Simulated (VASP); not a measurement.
# AgCl (Fm-3m) in VASP: further runs, part 2 of 3

VASP 6.6.1. The steps go on from the part before.

**3. Single point, r2SCAN**

This run uses another cell than the first one, of 21.33 Å³/atom.

POSCAR reads:

```
AgCl
1.0
    0.0000000000      2.7731838063      2.7731838063
    2.7731838063      0.0000000000      2.7731838063
    2.7731838063      2.7731838063      0.0000000000
Ag Cl
1 1
Direct
    0.0000000000      0.0000000000      0.0000000000
    0.5000000000      0.5000000000      0.5000000000
```

INCAR.step1 reads:

```
  PREC = Accurate
  ENCUT = 550
  ISMEAR = 0
  SIGMA = 0.01
  LREAL = F
  LASPH = T
  NELM = 120
  NBANDS = 16
  GGA = PE
  ALGO = Normal
  EDIFF = 1E-5
  LWAVE = T
  LCHARG = F
  GGA_COMPAT = F
```

INCAR.step2 reads:

```
  PREC = Accurate
  ENCUT = 550
  EDIFF = 1E-6
  ISMEAR = 0
  SIGMA = 0.01
  LREAL = F
  LASPH = T
  NELM = 120
  ALGO = Normal
  ISIF = 2
  LWAVE = F
  LCHARG = F
  METAGGA = R2SCAN
  LMIXTAU = T
  NBANDS = 16
  ISTART = 1
  GGA_COMPAT = F
```

KPOINTS reads:

```
regular mesh
0
Gamma
  6 6 6
```

Potentials or basis: VASP PAW PBE potentials, release 64 (Ag, Cl).

Launch:

```bash
$ cat potpaw_PBE.64/Ag/POTCAR potpaw_PBE.64/Cl/POTCAR > POTCAR
$ cp INCAR.step1 INCAR
$ mpirun -np 1 vasp_std > vasp.out
$ cp INCAR.step2 INCAR
$ mpirun -np 1 vasp_std > vasp.out
```

OUTCAR:

```text
PREC = Accurate
   ENCUT = 550
   EDIFF = 1E-6
   ISMEAR = 0
   LREAL = F
   LASPH = T
   NELM = 120
   ISIF = 2
   METAGGA = R2SCAN
   ISTART = 1

 ion  position               nearest neighbor table
   1  0.000  0.000  0.000-   2 2.77   2 2.77   2 2.77   2 2.77   2 2.77   2 2.77
   2  0.500  0.500  0.500-   1 2.77   1 2.77   1 2.77   1 2.77   1 2.77   1 2.77

  LATTYP: Found a face centered cubic cell.
 ALAT       =     5.5463676126

  Lattice vectors:

 A1 = (   0.0000000000,   2.7731838063,   2.7731838063)
 A2 = (   2.7731838063,   0.0000000000,   2.7731838063)
 A3 = (   2.7731838063,   2.7731838063,   0.0000000000)

Analysis of symmetry for initial positions (statically):
=====================================================================
 Subroutine PRICEL returns:
 Original cell was already a primitive cell.

 Routine SETGRP: Setting up the symmetry group for a
 face centered cubic supercell.

 Subroutine GETGRP returns: Found 48 space group operations
 (whereof 48 operations were pure point group operations)
 out of a pool of 48 trial point group operations.

The static configuration has the point symmetry O_h .

Analysis of symmetry for dynamics (positions and initial velocities):
=====================================================================
 Subroutine PRICEL returns:
 Original cell was already a primitive cell.

 Routine SETGRP: Setting up the symmetry group for a
 face centered cubic supercell.

 Subroutine GETGRP returns: Found 48 space group operations
 (whereof 48 operations were pure point group operations)
 out of a pool of 48 trial point group operations.

The dynamic configuration has the point symmetry O_h .

 Subroutine INISYM returns: Found 48 space group operations
 (whereof 48 operations are pure point group operations),
 and found     1 'primitive' translations

[... 102 lines left out ...]
   IALGO  =     38    algorithm
   IMIX   =      4    mixing-type and parameters
     AMIX     =   0.40;   BMIX     =  1.00
     AMIX_MAG =   1.60;   BMIX_MAG =  1.00
  volume/ion in A,a.u.               =      21.33       143.92
  Fermi-wavevector in a.u.,A,eV,Ry     =   1.227940  2.320469 20.515350  1.507836
  Thomas-Fermi vector in A             =   2.362884
   LORBIT       =      0    0 simple, 1 ext, 2 COOP (PROOUT), +10 PAW based schemes
   METAGGA = R2SCAN    functional components
   LHFCALC =     F    Hartree Fock is set to
   AEXX    =    0.0000 exact exchange contribution
   IVDW    =     0    specifies the selected vdW correction
   LEPSILON=     F    determine dielectric tensor
   LRPA    =     F    only Hartree local field effects (RPA)
 non-spin polarized calculation
 Gauss-broadening in eV      SIGMA  =   0.01
  energy-cutoff  :      550.00
  volume of cell :       42.65
 maximum number of plane-waves:      1272
 NGX is ok and might be reduce to    30
   NGX = 15   NGY = 15   NGZ = 15

 number of electron      18.0000005 magnetization

 Free energy of the ion-electron system (eV)
  ---------------------------------------------------
  ext. energy  EPLUGINS =         0.00000000
  ---------------------------------------------------
  free energy    TOTEN  =       -28.64298256 eV

  energy without entropy =      -28.64298256  energy(sigma->0) =      -28.64298256

 E-fermi :   3.6211     XC(G=0): -10.5076

 val. band max:        3.5363846150   @ k =   0.5000   0.0000   0.0000
 cond. band min:       4.9592520634   @ k =   0.0000   0.0000   0.0000
 fundamental gap:      1.4228674483
 Fermi energy:         3.6210897853

 k-point     1 :       0.0000    0.0000    0.0000
  band No.  band energies     occupation
      1     -12.2761      2.00000
      2       1.0919      2.00000
      3       1.0919      2.00000
      4       1.0919      2.00000
      5       1.1043      2.00000
      6       1.1043      2.00000
[... 281 lines left out ...]
      3      -0.5745      2.00000
      4      -0.2730      2.00000
      5       1.3513      2.00000
      6       1.5820      2.00000
[... 8 lines left out ...]
     15      18.5587      0.00000
     16      19.3086      0.00000

------------------------ aborting loop because EDIFF is reached ----------------------------------------

  FORCE on cell =-STRESS in cart. coord.  units (eV):
  Direction    XX          YY          ZZ          XY          YZ          ZX
  --------------------------------------------------------------------------------------
  -------------------------------------------------------------------------------------
  Total       -0.0269664     -0.0269664     -0.0269664     -0.0000000      0.0000000     -0.0000000
  in kB       -1.0129022     -1.0129022     -1.0129022     -0.0000000      0.0000000     -0.0000000
  external PRESSURE =      -1.0129022 kB  Pullay stress =       0.0000000 kB

 VOLUME and BASIS-vectors are now :
 -----------------------------------------------------------------------------
  energy-cutoff  :      550.00
  volume of cell :       42.65
      direct lattice vectors                 reciprocal lattice vectors
     0.000000000  2.773183806  2.773183806    -0.180298182  0.180298182  0.180298182
     2.773183806  0.000000000  2.773183806     0.180298182 -0.180298182  0.180298182
     2.773183806  2.773183806  0.000000000     0.180298182  0.180298182 -0.180298182

 POSITION                                       TOTAL-FORCE (eV/Angst)
 -----------------------------------------------------------------------------------
      0.00000      0.00000      0.00000         0.000000      0.000000      0.000000
      2.77318      2.77318      2.77318        -0.000000     -0.000000      0.000000
 -----------------------------------------------------------------------------------
    total drift:                               -0.000000      0.000000      0.000000

  FREE ENERGIE OF THE ION-ELECTRON SYSTEM (eV)
  ---------------------------------------------------
  free  energy   TOTEN  =       -28.6429825553 eV

  energy  without entropy=      -28.6429825553  energy(sigma->0) =      -28.64298256
```

OSZICAR.step1:

```text
N       E                     dE             d eps       ncg     rms          rms(c)
DAV:   1     0.100706626484E+03    0.10071E+03   -0.87990E+03   512   0.106E+03
DAV:   2    -0.183814052115E+01   -0.10254E+03   -0.94056E+02   640   0.223E+02
DAV:   3    -0.555018518252E+01   -0.37120E+01   -0.37036E+01   640   0.447E+01
DAV:   4    -0.557690749703E+01   -0.26722E-01   -0.26719E-01   656   0.407E+00
DAV:   5    -0.557726615947E+01   -0.35866E-03   -0.35866E-03   624   0.466E-01    0.615E+00
DAV:   6    -0.539835693537E+01    0.17891E+00   -0.24564E-01   640   0.641E+00    0.400E+00
DAV:   7    -0.539427093408E+01    0.40860E-02   -0.94306E-02   576   0.204E+00    0.197E+00
DAV:   8    -0.539360898760E+01    0.66195E-03   -0.45905E-03   576   0.696E-01    0.300E-01
DAV:   9    -0.539368730711E+01   -0.78320E-04   -0.48695E-04   680   0.272E-01    0.374E-02
DAV:  10    -0.539375336318E+01   -0.66056E-04   -0.93028E-05   608   0.853E-02    0.314E-02
DAV:  11    -0.539375709185E+01   -0.37287E-05   -0.44160E-06   456   0.149E-02
   1 F= -.53937571E+01 E0= -.53937571E+01  d E =-.276739E-15
```

Wall time 40 s (1 thread of Intel Xeon Platinum 8488C (Sapphire Rapids), shared host); peak memory 0.17 GiB.

What came out:

- Free energy: -28.6430 eV
- Pressure: -0.1 GPa
- Band gap on the k mesh: 1.42 eV (least direct gap 3.80 eV)

Caveat: the PAW data sets were made with another functional, which shifts forces and pressure a little. A k mesh can miss the band edges.

**4. Single point, r2SCAN (21.97 Å³/atom)**

This run uses another cell than the first one, of 21.97 Å³/atom.

POSCAR reads:

```
AgCl
1.0
    0.0000000000      2.8006428575      2.8006428575
    2.8006428575      0.0000000000      2.8006428575
    2.8006428575      2.8006428575      0.0000000000
Ag Cl
1 1
Direct
    0.0000000000      0.0000000000      0.0000000000
    0.5000000000      0.5000000000      0.5000000000
```

INCAR.step1 reads:

```
  ALGO = Normal
  EDIFF = 1E-5
  ENCUT = 550
  GGA = PE
  GGA_COMPAT = False
  ISMEAR = 0
  LASPH = True
  LCHARG = False
  LREAL = False
  LWAVE = True
  NBANDS = 16
  NELM = 120
  PREC = Accurate
  SIGMA = 0.01
```

INCAR.step2 reads:

```
  ALGO = Normal
  EDIFF = 1E-6
  ENCUT = 550
  GGA_COMPAT = False
  ISIF = 2
  ISMEAR = 0
  ISTART = 1
  LASPH = True
  LCHARG = True
  LELF = True
  LMIXTAU = True
  LREAL = False
  LVHAR = True
  LWAVE = False
  METAGGA = R2SCAN
  NBANDS = 16
  NELM = 120
  PREC = Accurate
  SIGMA = 0.01
```

KPOINTS reads:

```
k-points
0
Gamma
  6 6 6
```

Potentials or basis: VASP PAW PBE potentials, release 64 (Ag, Cl).

Launch:

```bash
$ cat potpaw_PBE.64/Ag/POTCAR potpaw_PBE.64/Cl/POTCAR > POTCAR
$ cp INCAR.step1 INCAR
$ mpirun -np 1 vasp_std > vasp.out
$ cp INCAR.step2 INCAR
$ mpirun -np 1 vasp_std > vasp.out
```

OUTCAR:

```text
EDIFF = 1E-6
   ENCUT = 550
   ISIF = 2
   ISMEAR = 0
   ISTART = 1
   LASPH = True
   LREAL = False
   METAGGA = R2SCAN
   NELM = 120
   PREC = Accurate

 ion  position               nearest neighbor table
   1  0.000  0.000  0.000-   2 2.80   2 2.80   2 2.80   2 2.80   2 2.80   2 2.80
   2  0.500  0.500  0.500-   1 2.80   1 2.80   1 2.80   1 2.80   1 2.80   1 2.80

  LATTYP: Found a face centered cubic cell.
 ALAT       =     5.6012857150

  Lattice vectors:

[... 478 lines left out ...]
     16      18.9302      0.00000

------------------------ aborting loop because EDIFF is reached ----------------------------------------

  FORCE on cell =-STRESS in cart. coord.  units (eV):
  Direction    XX          YY          ZZ          XY          YZ          ZX
  --------------------------------------------------------------------------------------
  -------------------------------------------------------------------------------------
  Total       -0.4069169     -0.4069169     -0.4069169     -0.0000000     -0.0000000      0.0000000
  in kB      -14.8392913    -14.8392913    -14.8392913     -0.0000000     -0.0000000      0.0000000
  external PRESSURE =     -14.8392913 kB  Pullay stress =       0.0000000 kB

 VOLUME and BASIS-vectors are now :
 -----------------------------------------------------------------------------
  energy-cutoff  :      550.00
  volume of cell :       43.93
      direct lattice vectors                 reciprocal lattice vectors
     0.000000000  2.800642858  2.800642858    -0.178530439  0.178530439  0.178530439
     2.800642858  0.000000000  2.800642858     0.178530439 -0.178530439  0.178530439
     2.800642858  2.800642858  0.000000000     0.178530439  0.178530439 -0.178530439

 POSITION                                       TOTAL-FORCE (eV/Angst)
 -----------------------------------------------------------------------------------
      0.00000      0.00000      0.00000         0.000000      0.000000      0.000000
      2.80064      2.80064      2.80064         0.000000      0.000000      0.000000
 -----------------------------------------------------------------------------------
    total drift:                               -0.000000      0.000000      0.000000

  FREE ENERGIE OF THE ION-ELECTRON SYSTEM (eV)
  ---------------------------------------------------
  free  energy   TOTEN  =       -28.6371520690 eV

  energy  without entropy=      -28.6371520690  energy(sigma->0) =      -28.63715207
```

OUTCAR.step1:

```text
EDIFF = 1E-5
   ENCUT = 550
   GGA = PE
   ISMEAR = 0
   LASPH = True
[... 513 lines left out ...]
 -----------------------------------------------------------------------------------
      0.00000      0.00000      0.00000         0.000000      0.000000      0.000000
      2.80064      2.80064      2.80064        -0.000000     -0.000000     -0.000000
 -----------------------------------------------------------------------------------
    total drift:                               -0.000000      0.000000      0.000000

  FREE ENERGIE OF THE ION-ELECTRON SYSTEM (eV)
  ---------------------------------------------------
  free  energy   TOTEN  =        -5.4005374069 eV

  energy  without entropy=       -5.4005374069  energy(sigma->0) =       -5.40053741
```

It took 38 s on 1 thread of Intel Xeon Platinum 8488C (Sapphire Rapids), shared host; peak memory 0.17 GiB.

Results:

```yaml
Free_energy: -28.6372 eV
Pressure: -1.5 GPa
Band_gap_on_the_k_mesh: 1.43 eV (least direct gap 3.69 eV)
```

Caveat: the PAW data sets were made with another functional, which shifts forces and pressure a little. A k mesh can miss the band edges.

[end of part 2 of 3]
